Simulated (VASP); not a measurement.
# In in VASP: single point with PBE

Aim: the single point of In with PBE.

All numbers are computed with VASP 6.6.1; they aren't measurements. Logs are shortened: lines on timing, memory, paths and dates and some standing lists are left out, and cuts for length are marked.

## (1) The cell of the first run

The typed cell holds 1 atom: a = 3.374 Å, b = 3.374 Å, c = 3.414 Å, α = 120.40°, β = 120.40°, γ = 60.79°.

## (2) Single point, PBE

Input file INCAR:

```
PREC     = Accurate       # precision mode
ENCUT    = 520            # plane-wave cutoff, eV
EDIFF    = 1E-6           # SCF threshold, eV
ISMEAR   = 0              # smearing method
SIGMA    = 0.1            # smearing width, eV
LREAL    = F              # projectors in reciprocal space
LASPH    = T              # aspherical terms in the spheres
NELM     = 80             # most SCF steps
ALGO     = Fast           # electronic algorithm
ISIF     = 2              # what is computed and relaxed
LWAVE    = F              # write WAVECAR
LCHARG   = F              # write CHGCAR
GGA      = PE             # functional
NBANDS   = 12             # bands
```

Input file KPOINTS:

```
Automatic mesh
0
Gamma
  20 20 20
```

Input file POSCAR:

```
In
1.0
    2.9100125693     -1.7070946608     -0.0503482214
    2.9100125693      1.7070946608     -0.0503482214
   -1.9544977815      0.0000000000      2.7992619638
In
1
Direct
    0.0000000000      0.0000000000      0.0000000000
```

Potentials or basis: VASP PAW PBE potentials, release 64 (In_d).

Launch:

```sh
$ cat potpaw_PBE.64/In_d/POTCAR > POTCAR
$ mpirun -np 1 vasp_std > vasp.out
```

OUTCAR:

```text
PREC = Accurate
   ENCUT = 520
   EDIFF = 1E-6
   ISMEAR = 0
   LREAL = F
   LASPH = T
   NELM = 80
   ISIF = 2
   GGA = PE

 ion  position               nearest neighbor table
   1  0.000  0.000  0.000-

  Warning from LATTYP: Got some problem with cell dimensions!
  Tried to take original basis but could not verify dimensions!
  LATTYP: Found a base centered monoclinic cell.
 ALAT       =     5.8204932000
 B/A-ratio  =     0.5865807594
 C/A-ratio  =     0.5865616470
 COS(beta)  =    -0.5865026269

  Lattice vectors:

 A1 = (  -0.9555147878,   1.7070946608,  -2.7489137424)
 A2 = (  -0.9555147878,  -1.7070946608,  -2.7489137424)
 A3 = (  -1.9544977815,   0.0000000000,   2.7992619638)

Analysis of symmetry for initial positions (statically):
=====================================================================
 Subroutine PRICEL returns:
 Original cell was already a primitive cell.

 Routine SETGRP: Setting up the symmetry group for a
 base centered monoclinic supercell.

 Subroutine GETGRP returns: Found  4 space group operations
 (whereof  4 operations were pure point group operations)
 out of a pool of  4 trial point group operations.

The static configuration has the point symmetry C_2h.

Analysis of symmetry for dynamics (positions and initial velocities):
=====================================================================
 Subroutine PRICEL returns:
 Original cell was already a primitive cell.

 Routine SETGRP: Setting up the symmetry group for a
 base centered monoclinic supercell.

 Subroutine GETGRP returns: Found  4 space group operations
 (whereof  4 operations were pure point group operations)
 out of a pool of  4 trial point group operations.

The dynamic configuration has the point symmetry C_2h.

 Subroutine INISYM returns: Found  4 space group operations
 (whereof  4 operations are pure point group operations),
 and found     1 'primitive' translations

----------------------------------------------------------------------------------------

                                     Primitive cell

  volume of cell :      27.4756

  direct lattice vectors                    reciprocal lattice vectors
     2.910012569 -1.707094661 -0.050348221     0.173921604 -0.292895298  0.121435362
     2.910012569  1.707094661 -0.050348221     0.173921604  0.292895298  0.121435362
    -1.954497781  0.000000000  2.799261964     0.006256394  0.000000000  0.361605352

  length of vectors
     3.374148823  3.374148823  3.414078078     0.361639223  0.361639223  0.361659472

  position of ions in fractional coordinates (direct lattice)
     0.000000000  0.000000000  0.000000000

  ion indices of the primitive-cell ions
   primitive index   ion index
                 1           1

----------------------------------------------------------------------------------------

 KPOINTS: Automatic mesh

Automatic generation of k-mesh.
 Grid dimensions read from file:
 generate k-points for:   20   20   20

 Generating k-lattice:

  Cartesian coordinates                     Fractional coordinates (reciprocal lattice)
     0.008696080 -0.014644765  0.006071768     0.050000000 -0.000000000  0.000000000
     0.008696080  0.014644765  0.006071768    -0.000000000  0.050000000  0.000000000
     0.000312820  0.000000000  0.018080268     0.000000000  0.000000000  0.050000000

  Length of vectors
     0.018081961  0.018081961  0.018082974

  Shift w.r.t. Gamma in fractional coordinates (k-lattice)
     0.000000000  0.000000000  0.000000000

 Subroutine IBZKPT returns following result:
 ===========================================

 Found   2112 irreducible k-points:

 Following reciprocal coordinates:
            Coordinates               Weight
  0.000000  0.000000  0.000000      1.000000
  0.050000  0.000000  0.000000      4.000000
  0.100000  0.000000 -0.000000      4.000000
  0.150000  0.000000 -0.000000      4.000000
  0.200000  0.000000 -0.000000      4.000000
  0.250000  0.000000 -0.000000      4.000000
[... 16 lines left out ...]
 -0.400000  0.050000  0.000000      4.000000
 -0.350000  0.050000  0.000000      4.000000
 [... further k-points ...]
   k-points           NKPTS =   2112   k-points in BZ     NKDIM =   2112   number of bands    NBANDS=     12
   number of dos      NEDOS =    301   number of ions     NIONS =      1
   total plane-waves  NPLWV =  21952
   dimension x,y,z NGX =    28 NGY =   28 NGZ =   28
   dimension x,y,z NGXF=    56 NGYF=   56 NGZF=   56
   ions per type =               1
   NGX,Y,Z   is equivalent  to a cutoff of  13.80, 13.80, 13.63 a.u.
   NGXF,Y,Z  is equivalent  to a cutoff of  27.59, 27.59, 27.27 a.u.
 SYSTEM =  unknown system
   PREC   = accura    normal or accurate (medium, high low for compatibility)
   ISTART =      0    job   : 0-new  1-cont  2-samecut
   ICHARG =      2    charge: 1-file 2-atom 10-const
   ISPIN  =      1    spin polarized calculation?
   LNONCOLLINEAR =      F non collinear calculations
   LSORBIT =      F    spin-orbit coupling
   LASPH  =      T    aspherical Exc in radial PAW
   ENCUT  =  520.0 eV  38.22 Ry    6.18 a.u.   6.27  6.27  6.35*2*pi/ulx,y,z
   NELM   =     80;   NELMIN=  2; NELMDL= -5     # of ELM steps
   EDIFF  = 0.1E-05   stopping-criterion for ELM
   LREAL  =      F    real-space projection
[... 7 lines left out ...]
   TEBEG  =    0.0;   TEEND  =   0.0 temperature during run
   PSTRESS=    0.0 pullay stress
   NELECT =      13.0000    total number of electrons
   NUPDOWN=      -1.0000    fix difference up-down
   EMIN   =  10.00;   EMAX   =-10.00  energy-range for DOS
   EFERMI =   0.00;   METHOD = LEGACY
   ISMEAR =     0;   SIGMA  =   0.10  broadening in eV -4-tet -1-fermi 0-gaus
   EFERMI_NEDOS =   21; number of points for ismear=-14 and -15
   IALGO  =     68    algorithm
   IMIX   =      4    mixing-type and parameters
     AMIX     =   0.40;   BMIX     =  1.00
     AMIX_MAG =   1.60;   BMIX_MAG =  1.00
  volume/ion in A,a.u.               =      27.48       185.41
  Fermi-wavevector in a.u.,A,eV,Ry     =   1.275675  2.410676 22.141399  1.627347
  Thomas-Fermi vector in A             =   2.408374
   LORBIT       =      0    0 simple, 1 ext, 2 COOP (PROOUT), +10 PAW based schemes
   GGA     = PE    functional components
   LHFCALC =     F    Hartree Fock is set to
   AEXX    =    0.0000 exact exchange contribution
   IVDW    =     0    specifies the selected vdW correction
   LEPSILON=     F    determine dielectric tensor
   LRPA    =     F    only Hartree local field effects (RPA)
 non-spin polarized calculation
 RMM-DIIS sequential band-by-band and
 Gauss-broadening in eV      SIGMA  =   0.10
  energy-cutoff  :      520.00
  volume of cell :       27.48
 maximum number of plane-waves:       754
 NGX is ok and might be reduce to    28
   NGX = 13   NGY = 13   NGZ = 13

 number of electron      12.9999996 magnetization

 Free energy of the ion-electron system (eV)
  ---------------------------------------------------
  ext. energy  EPLUGINS =         0.00000000
  ---------------------------------------------------
  free energy    TOTEN  =        -2.56074971 eV

  energy without entropy =       -2.55842071  energy(sigma->0) =       -2.55958521

 E-fermi :   6.9884     XC(G=0): -10.0231

 val. band max:        6.9845255052   @ k =  -0.3500   0.3500   0.0000
 cond. band min:       6.9974628936   @ k =   0.4500   0.2500   0.3000
 fundamental gap:      0.0129373884
 Fermi energy:         6.9883706319

 k-point     1 :       0.0000    0.0000    0.0000
  band No.  band energies     occupation
      1      -7.6192      2.00000
      2      -7.6191      2.00000
      3      -7.5917      2.00000
      4      -7.4750      2.00000
      5      -7.4468      2.00000
      6      -2.2336      2.00000
      7      17.0764      0.00000
      8      17.1360      0.00000
      9      17.1369      0.00000
     10      18.3989      0.00000
     11      20.5557      0.00000
     12      20.6001      0.00000

 k-point     2 :       0.0500    0.0000    0.0000
  band No.  band energies     occupation
      1      -7.6180      2.00000
      2      -7.6151      2.00000
      3      -7.5895      2.00000
      4      -7.4752      2.00000
      5      -7.4476      2.00000
      6      -2.1811      2.00000
      7      16.3952      0.00000
      8      17.0089      0.00000
      9      17.0269      0.00000
     10      18.2322      0.00000
     11      20.7310      0.00000
     12      20.7450      0.00000

 k-point     3 :       0.1000    0.0000   -0.0000
  band No.  band energies     occupation
      1      -7.6166      2.00000
      2      -7.6046      2.00000
      3      -7.5824      2.00000
      4      -7.4747      2.00000
      5      -7.4491      2.00000
      6      -2.0228      2.00000
      7      14.8892      0.00000
      8      16.7513      0.00000
      9      16.7825      0.00000
     10      18.1200      0.00000
     11      21.1730      0.00000
     12      21.1947      0.00000
[... 286 lines left out ...]
 k-point    23 :      -0.4000    0.0500    0.0000
  band No.  band energies     occupation
      1      -7.6512      2.00000
      2      -7.6034      2.00000
      3      -7.5848      2.00000
      4      -7.3438      2.00000
      5      -7.3421      2.00000
      6       1.5119      2.00000
      7       5.3765      2.00000
      8      14.6092      0.00000
      9      15.0456      0.00000
     10      17.4336      0.00000
     11      19.1777      0.00000
     12      19.2799      0.00000

 k-point    24 :      -0.3500    0.0500    0.0000
  band No.  band energies     occupation
      1      -7.6449      2.00000
      2      -7.5969      2.00000
      3      -7.5773      2.00000
      4      -7.3716      2.00000
      5      -7.3572      2.00000
      6       0.6837      2.00000
      7       6.6614      2.00000
      8      14.5992      0.00000
      9      15.3707      0.00000
     10      17.6437      0.00000
     11      19.2815      0.00000
     12      19.2927      0.00000

 [... further k-points ...]
[... 5 lines left out ...]
  --------------------------------------------------------------------------------------
  -------------------------------------------------------------------------------------
  Total       -0.0028709     -0.0050496     -0.0037447      0.0000000      0.0000000      0.0015146
  in kB       -0.1674086     -0.2944545     -0.2183642      0.0000000      0.0000000      0.0883222
  external PRESSURE =      -0.2267424 kB  Pullay stress =       0.0000000 kB

 VOLUME and BASIS-vectors are now :
 -----------------------------------------------------------------------------
  energy-cutoff  :      520.00
  volume of cell :       27.48
      direct lattice vectors                 reciprocal lattice vectors
     2.910012569 -1.707094661 -0.050348221     0.173921604 -0.292895298  0.121435362
     2.910012569  1.707094661 -0.050348221     0.173921604  0.292895298  0.121435362
    -1.954497781  0.000000000  2.799261964     0.006256394  0.000000000  0.361605352

 POSITION                                       TOTAL-FORCE (eV/Angst)
 -----------------------------------------------------------------------------------
      0.00000      0.00000      0.00000        -0.000000      0.000000      0.000000
 -----------------------------------------------------------------------------------
    total drift:                                0.000000     -0.000000     -0.000000

  FREE ENERGIE OF THE ION-ELECTRON SYSTEM (eV)
  ---------------------------------------------------
  free  energy   TOTEN  =        -2.5607497148 eV

  energy  without entropy=       -2.5584207062  energy(sigma->0) =       -2.55958521
```

Run time: 20 min. Hardware: 1 thread of Oxide Virtual Turin-like, shared host; peak memory 0.68 GiB.

Results:

| Quantity | Value |
| --- | --- |
| Free energy | -2.5607 eV |
| Pressure | 0.0 GPa |
| Band gap on the k mesh | zero (an odd number of electrons rules out a gap without spin polarisation) |

Caveat: spin-orbit coupling is left out, which moves the levels of the heavy elements.
